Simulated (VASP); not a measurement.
# SnSe (Pm-3m) in VASP: a series of runs

The runs below take SnSe through single point, with PBE+D3(BJ).

Program: VASP 6.6.1. These are calculated values, not measurements. Logs are shortened: lines on timing, memory, paths and dates and some standing lists are left out, and cuts for length are marked.

### 1 The cell of the first run

The structure is cubic, space group Pm-3m (No. 221). The conventional cell has a = 3.617 Å, b = 3.617 Å, c = 3.617 Å, α = 90.00°, β = 90.00°, γ = 90.00°. Se (site symmetry m-3m) has 8 Sn at 3.13 Å and 6 Se at 3.62 Å within 4.1 Å. Within 4.1 Å of Sn (site symmetry m-3m) lie 8 Se at 3.13 Å and 6 Sn at 3.62 Å.

### 2 Single point, PBE+D3(BJ)

Contents of INCAR:

```
ALGO = Normal ; EDIFF = 1E-6
ENCUT = 520 ; GGA = PE
ISIF = 2 ; ISMEAR = 0
IVDW = 12 ; LASPH = T
LCHARG = T ; LELF = T
LREAL = F ; LVHAR = T
LWAVE = F ; NBANDS = 17
NELM = 80 ; PREC = Accurate
SIGMA = 0.05
```

Contents of KPOINTS:

```
k-points
0
Gamma
  10 10 10
```

Contents of POSCAR:

```
SnSe
1.0
    3.6169310829      0.0000000000      0.0000000000
    0.0000000000      3.6169310829      0.0000000000
    0.0000000000      0.0000000000      3.6169310829
Se Sn
1 1
Direct
    0.0000000000      0.0000000000      0.0000000000
    0.5000000000      0.5000000000      0.5000000000
```

Potentials or basis: VASP PAW PBE potentials, release 64 (Se, Sn_d).

Command:

```console
> cat potpaw_PBE.64/Se/POTCAR potpaw_PBE.64/Sn_d/POTCAR > POTCAR
> mpirun -np 1 vasp_std > vasp.out
```

OUTCAR:

```text
EDIFF = 1E-6
   ENCUT = 520
   GGA = PE
   ISIF = 2
   ISMEAR = 0
   IVDW = 12
   LASPH = T
   LREAL = F
   NELM = 80
   PREC = Accurate
 IVDW          = 12

 ion  position               nearest neighbor table
   1  0.000  0.000  0.000-   2 3.13   2 3.13   2 3.13   2 3.13   2 3.13   2 3.13   2 3.13   2 3.13

   2  0.500  0.500  0.500-   1 3.13   1 3.13   1 3.13   1 3.13   1 3.13   1 3.13   1 3.13   1 3.13

  LATTYP: Found a simple cubic cell.
 ALAT       =     3.6169310829

  Lattice vectors:

 A1 = (   3.6169310829,   0.0000000000,   0.0000000000)
 A2 = (   0.0000000000,   3.6169310829,   0.0000000000)
 A3 = (   0.0000000000,   0.0000000000,   3.6169310829)

Analysis of symmetry for initial positions (statically):
=====================================================================
 Subroutine PRICEL returns:
 Original cell was already a primitive cell.

 Routine SETGRP: Setting up the symmetry group for a
 simple cubic supercell.

 Subroutine GETGRP returns: Found 48 space group operations
 (whereof 48 operations were pure point group operations)
 out of a pool of 48 trial point group operations.

The static configuration has the point symmetry O_h .

Analysis of symmetry for dynamics (positions and initial velocities):
=====================================================================
 Subroutine PRICEL returns:
 Original cell was already a primitive cell.

 Routine SETGRP: Setting up the symmetry group for a
 simple cubic supercell.

 Subroutine GETGRP returns: Found 48 space group operations
 (whereof 48 operations were pure point group operations)
 out of a pool of 48 trial point group operations.

The dynamic configuration has the point symmetry O_h .

 Subroutine INISYM returns: Found 48 space group operations
 (whereof 48 operations are pure point group operations),
 and found     1 'primitive' translations

----------------------------------------------------------------------------------------

                                     Primitive cell

  volume of cell :      47.3174

  direct lattice vectors                    reciprocal lattice vectors
     3.616931083  0.000000000  0.000000000     0.276477482  0.000000000  0.000000000
     0.000000000  3.616931083  0.000000000     0.000000000  0.276477482  0.000000000
     0.000000000  0.000000000  3.616931083     0.000000000  0.000000000  0.276477482

  length of vectors
     3.616931083  3.616931083  3.616931083     0.276477482  0.276477482  0.276477482

  position of ions in fractional coordinates (direct lattice)
     0.000000000  0.000000000  0.000000000
     0.500000000  0.500000000  0.500000000

  ion indices of the primitive-cell ions
   primitive index   ion index
                 1           1
                 2           2

----------------------------------------------------------------------------------------

 KPOINTS: k-points

Automatic generation of k-mesh.
 Grid dimensions read from file:
 generate k-points for:   10   10   10

 Generating k-lattice:

  Cartesian coordinates                     Fractional coordinates (reciprocal lattice)
     0.027647748  0.000000000  0.000000000     0.100000000  0.000000000  0.000000000
     0.000000000  0.027647748  0.000000000     0.000000000  0.100000000  0.000000000
     0.000000000  0.000000000  0.027647748     0.000000000  0.000000000  0.100000000

  Length of vectors
     0.027647748  0.027647748  0.027647748

  Shift w.r.t. Gamma in fractional coordinates (k-lattice)
     0.000000000  0.000000000  0.000000000

 Subroutine IBZKPT returns following result:
 ===========================================

 Found     56 irreducible k-points:

 Following reciprocal coordinates:
            Coordinates               Weight
  0.000000  0.000000  0.000000      1.000000
  0.100000  0.000000  0.000000      6.000000
  0.200000  0.000000  0.000000      6.000000
  0.300000  0.000000  0.000000      6.000000
  0.400000  0.000000  0.000000      6.000000
  0.500000  0.000000  0.000000      3.000000
[... 16 lines left out ...]
  0.200000  0.100000  0.100000     24.000000
  0.300000  0.100000  0.100000     24.000000
 [... further k-points ...]
   k-points           NKPTS =     56   k-points in BZ     NKDIM =     56   number of bands    NBANDS=     17
   number of dos      NEDOS =    301   number of ions     NIONS =      2
   total plane-waves  NPLWV =  21952
   dimension x,y,z NGX =    28 NGY =   28 NGZ =   28
   dimension x,y,z NGXF=    56 NGYF=   56 NGZF=   56
   ions per type =               1   1
   NGX,Y,Z   is equivalent  to a cutoff of  12.87, 12.87, 12.87 a.u.
   NGXF,Y,Z  is equivalent  to a cutoff of  25.74, 25.74, 25.74 a.u.
 SYSTEM =  unknown system
   PREC   = accura    normal or accurate (medium, high low for compatibility)
   ISTART =      0    job   : 0-new  1-cont  2-samecut
   ICHARG =      2    charge: 1-file 2-atom 10-const
   ISPIN  =      1    spin polarized calculation?
   LNONCOLLINEAR =      F non collinear calculations
   LSORBIT =      F    spin-orbit coupling
   LASPH  =      T    aspherical Exc in radial PAW
   ENCUT  =  520.0 eV  38.22 Ry    6.18 a.u.   6.73  6.73  6.73*2*pi/ulx,y,z
   NELM   =     80;   NELMIN=  2; NELMDL= -5     # of ELM steps
   EDIFF  = 0.1E-05   stopping-criterion for ELM
   LREAL  =      F    real-space projection
   EDIFFG = 0.1E-04   stopping-criterion for IOM
   NSW    =      0    number of steps for IOM
   IBRION =     -1    ionic relax: 0-MD 1-quasi-New 2-CG
   NFREE  =      0    steps in history (QN), initial steepest desc. (CG)
   ISIF   =      2    stress and relaxation
   ISYM   =      2    0-nonsym 1-usesym 2-fastsym
   POTIM  = 0.5000    time-step for ionic-motion
   TEBEG  =    0.0;   TEEND  =   0.0 temperature during run
   PSTRESS=    0.0 pullay stress
   NELECT =      20.0000    total number of electrons
   NUPDOWN=      -1.0000    fix difference up-down
   EMIN   =  10.00;   EMAX   =-10.00  energy-range for DOS
   EFERMI =   0.00;   METHOD = LEGACY
   ISMEAR =     0;   SIGMA  =   0.05  broadening in eV -4-tet -1-fermi 0-gaus
   EFERMI_NEDOS =   21; number of points for ismear=-14 and -15
   IALGO  =     38    algorithm
   IMIX   =      4    mixing-type and parameters
     AMIX     =   0.40;   BMIX     =  1.00
     AMIX_MAG =   1.60;   BMIX_MAG =  1.00
  volume/ion in A,a.u.               =      23.66       159.66
  Fermi-wavevector in a.u.,A,eV,Ry     =   1.228602  2.321721 20.537493  1.509463
  Thomas-Fermi vector in A             =   2.363521
   LORBIT       =      0    0 simple, 1 ext, 2 COOP (PROOUT), +10 PAW based schemes
   GGA     = PE    functional components
   LHFCALC =     F    Hartree Fock is set to
   AEXX    =    0.0000 exact exchange contribution
   IVDW    =    12    specifies the selected vdW correction
   LEPSILON=     F    determine dielectric tensor
   LRPA    =     F    only Hartree local field effects (RPA)
 non-spin polarized calculation
 Gauss-broadening in eV      SIGMA  =   0.05
  energy-cutoff  :      520.00
  volume of cell :       47.32
 maximum number of plane-waves:      1328
 NGX is ok and might be reduce to    28
   NGX = 13   NGY = 13   NGZ = 13

 number of electron      19.9999990 magnetization

 Free energy of the ion-electron system (eV)
  ---------------------------------------------------
  ext. energy  EPLUGINS =         0.00000000
  ---------------------------------------------------
  free energy    TOTEN  =        -7.68859923 eV

  energy without entropy =       -7.68684700  energy(sigma->0) =       -7.68772311

 E-fermi :   6.7732     XC(G=0): -10.4209

 val. band max:        6.7662495178   @ k =   0.5000   0.0000   0.0000
 cond. band min:       6.8520685089   @ k =   0.4000   0.1000   0.0000
 fundamental gap:      0.0858189911
 Fermi energy:         6.7732183943

 k-point     1 :       0.0000    0.0000    0.0000
  band No.  band energies     occupation
      1     -14.7754      2.00000
      2     -14.7754      2.00000
      3     -14.6886      2.00000
      4     -14.6886      2.00000
      5     -14.6886      2.00000
      6      -7.2331      2.00000
[... 9 lines left out ...]
     16      19.5045      0.00000
     17      19.5045      0.00000

 k-point     2 :       0.1000    0.0000    0.0000
  band No.  band energies     occupation
      1     -14.7751      2.00000
      2     -14.7687      2.00000
      3     -14.6908      2.00000
      4     -14.6908      2.00000
      5     -14.6883      2.00000
      6      -7.1542      2.00000
[... 9 lines left out ...]
     16      19.1915      0.00000
     17      19.1923      0.00000

 k-point     3 :       0.2000    0.0000    0.0000
  band No.  band energies     occupation
      1     -14.7742      2.00000
      2     -14.7511      2.00000
      3     -14.6968      2.00000
      4     -14.6968      2.00000
      5     -14.6878      2.00000
      6      -6.9294      2.00000
[... 9 lines left out ...]
     16      17.8271      0.00000
     17      19.0881      0.00000

 k-point     4 :       0.3000    0.0000    0.0000
  band No.  band energies     occupation
      1     -14.7731      2.00000
      2     -14.7294      2.00000
      3     -14.7041      2.00000
      4     -14.7041      2.00000
      5     -14.6872      2.00000
      6      -6.6023      2.00000
[... 9 lines left out ...]
     16      16.2957      0.00000
     17      19.4575      0.00000

 k-point     5 :       0.4000    0.0000    0.0000
  band No.  band energies     occupation
      1     -14.7722      2.00000
      2     -14.7118      2.00000
      3     -14.7100      2.00000
      4     -14.7100      2.00000
      5     -14.6866      2.00000
      6      -6.2756      2.00000
[... 9 lines left out ...]
     16      18.4555      0.00000
     17      20.2042      0.00000

 k-point     6 :       0.5000    0.0000    0.0000
  band No.  band energies     occupation
      1     -14.7718      2.00000
      2     -14.7123      2.00000
      3     -14.7123      2.00000
      4     -14.7051      2.00000
      5     -14.6864      2.00000
      6      -6.1279      2.00000
[... 9 lines left out ...]
     16      20.3142      0.00000
     17      20.7205      0.00000

 k-point     7 :       0.1000    0.1000    0.0000
  band No.  band energies     occupation
      1     -14.7716      2.00000
      2     -14.7651      2.00000
      3     -14.6933      2.00000
      4     -14.6908      2.00000
      5     -14.6904      2.00000
      6      -7.0760      2.00000
[... 9 lines left out ...]
     16      18.3364      0.00000
     17      18.4140      0.00000

 k-point     8 :       0.2000    0.1000    0.0000
  band No.  band energies     occupation
      1     -14.7695      2.00000
      2     -14.7487      2.00000
      3     -14.6996      2.00000
      4     -14.6965      2.00000
      5     -14.6900      2.00000
      6      -6.8533      2.00000
[... 9 lines left out ...]
     16      17.5650      0.00000
     17      17.9939      0.00000
[... 203 lines left out ...]
      1     -14.7442      2.00000
      2     -14.7405      2.00000
      3     -14.7066      2.00000
      4     -14.7063      2.00000
      5     -14.6749      2.00000
      6      -5.5411      2.00000
[... 9 lines left out ...]
     16      16.5271      0.00000
     17      16.5959      0.00000

 k-point    20 :       0.5000    0.4000    0.0000
  band No.  band energies     occupation
      1     -14.7478      2.00000
      2     -14.7389      2.00000
      3     -14.7085      2.00000
      4     -14.7061      2.00000
      5     -14.6693      2.00000
      6      -5.4434      2.00000
[... 9 lines left out ...]
     16      15.9268      0.00000
     17      16.3364      0.00000

 k-point    21 :       0.5000    0.5000    0.0000
  band No.  band energies     occupation
      1     -14.7515      2.00000
      2     -14.7370      2.00000
      3     -14.7081      2.00000
      4     -14.7081      2.00000
      5     -14.6638      2.00000
      6      -5.3546      2.00000
[... 9 lines left out ...]
     16      15.4298      0.00000
     17      16.0741      0.00000

 k-point    22 :       0.1000    0.1000    0.1000
  band No.  band energies     occupation
      1     -14.7648      2.00000
      2     -14.7648      2.00000
      3     -14.6935      2.00000
      4     -14.6927      2.00000
      5     -14.6927      2.00000
      6      -6.9985      2.00000
[... 9 lines left out ...]
     16      18.2322      0.00000
     17      18.2322      0.00000

 k-point    23 :       0.2000    0.1000    0.1000
  band No.  band energies     occupation
      1     -14.7640      2.00000
      2     -14.7471      2.00000
      3     -14.6997      2.00000
      4     -14.6989      2.00000
      5     -14.6923      2.00000
      6      -6.7783      2.00000
[... 9 lines left out ...]
     16      17.5671      0.00000
     17      17.9157      0.00000

 k-point    24 :       0.3000    0.1000    0.1000
  band No.  band energies     occupation
      1     -14.7629      2.00000
      2     -14.7252      2.00000
      3     -14.7076      2.00000
      4     -14.7064      2.00000
      5     -14.6915      2.00000
      6      -6.4600      2.00000
[... 9 lines left out ...]
     16      17.1036      0.00000
     17      17.1839      0.00000

 [... further k-points ...]

------------------------ aborting loop because EDIFF is reached ----------------------------------------

 Edisp (eV)   -0.81048

 E8    (eV) :    -0.3625

  FORCE on cell =-STRESS in cart. coord.  units (eV):
  Direction    XX          YY          ZZ          XY          YZ          ZX
  --------------------------------------------------------------------------------------
  -------------------------------------------------------------------------------------
  Total      -0.00051    -0.00051    -0.00051     0.00000     0.00000     0.00000
  in kB      -0.01724    -0.01724    -0.01724     0.00000     0.00000     0.00000
  external pressure =       -0.02 kB  Pullay stress =        0.00 kB

 VOLUME and BASIS-vectors are now :
 -----------------------------------------------------------------------------
  energy-cutoff  :      520.00
  volume of cell :       47.32
      direct lattice vectors                 reciprocal lattice vectors
     3.616931083  0.000000000  0.000000000     0.276477482  0.000000000  0.000000000
     0.000000000  3.616931083  0.000000000     0.000000000  0.276477482  0.000000000
     0.000000000  0.000000000  3.616931083     0.000000000  0.000000000  0.276477482

 POSITION                                       TOTAL-FORCE (eV/Angst)
 -----------------------------------------------------------------------------------
      0.00000      0.00000      0.00000         0.000000      0.000000      0.000000
      1.80847      1.80847      1.80847         0.000000      0.000000      0.000000
 -----------------------------------------------------------------------------------
    total drift:                                0.000000      0.000000      0.000000

  FREE ENERGIE OF THE ION-ELECTRON SYSTEM (eV)
  ---------------------------------------------------
  free  energy   TOTEN  =        -8.4990834804 eV

  energy  without entropy=       -8.4973312472  energy(sigma->0) =       -8.49820736
```

It took 32 s on 1 thread of AMD EPYC 7R43 (Zen 3), shared host; peak memory 0.15 GiB.

What came out:

- Free energy: -8.4991 eV
- Pressure: 0.0 GPa
- Band gap on the k mesh: zero (band 10 reaches 7.13 eV, above the bottom of band 11 at 5.58 eV)
- Dispersion energy per atom: -0.405 eV

Caveat: spin-orbit coupling is left out, which moves the levels of the heavy elements; pairwise dispersion overbinds metals, which lowers pressure and volume.

### 3 Single point, PBE+D3(BJ) (volume scaled by 1.040)

Contents of INCAR:

```
PREC = Accurate
ENCUT = 520
EDIFF = 1E-6
ISMEAR = 0
SIGMA = 0.05
LREAL = False
LASPH = True
NELM = 60
ALGO = Normal
ISIF = 2
LWAVE = False
LCHARG = True
GGA = PE
IVDW = 12
LELF = True
LVHAR = True
NBANDS = 17
```

Contents of KPOINTS:

```
Automatic mesh
0
Gamma
  10 10 10
```

Contents of POSCAR:

```
SnSe
1.0
    3.6645277396      0.0000000000      0.0000000000
    0.0000000000      3.6645277396      0.0000000000
    0.0000000000      0.0000000000      3.6645277396
Se Sn
1 1
Direct
    0.0000000000      0.0000000000      0.0000000000
    0.5000000000      0.5000000000      0.5000000000
```

Potentials or basis: VASP PAW PBE potentials, release 64 (Se, Sn_d).

Command:

```console
> cat potpaw_PBE.64/Se/POTCAR potpaw_PBE.64/Sn_d/POTCAR > POTCAR
> mpirun -np 1 vasp_std > vasp.out
```

Run time: 34 s. Hardware: 1 thread of AMD EPYC 7R43 (Zen 3), shared host; peak memory 0.15 GiB.

The run converged. Its results:

| Item | Value |
| --- | --- |
| Free energy | -8.4878 eV |
| Pressure | -1.9 GPa |
| Band gap on the k mesh | zero (band 10 reaches 6.60 eV, above the bottom of band 11 at 5.25 eV) |
| Dispersion energy per atom | -0.390 eV |

Levels at points of the mesh, in eV from the Fermi level:
```
           k point  band 7  band 8  band 9  band 10  band 11  band 12  band 13  band 14
(0.00, 0.00, 0.00)   -5.66   -1.83   -1.83    -1.83     4.44     4.44     6.18     6.18
(0.50, 0.00, 0.00)   -8.33   -0.54   -0.54    -0.02     0.50     3.19     3.19     6.44
(0.50, 0.50, 0.00)   -6.01   -4.97   -4.97    -0.12     4.19     4.19     4.86     6.55
(0.50, 0.50, 0.50)   -4.41   -2.97   -2.97    -2.97    -1.03    -1.03    -1.03    14.13
```

Caveat: spin-orbit coupling is left out, which moves the levels of the heavy elements; pairwise dispersion overbinds metals, which lowers pressure and volume.
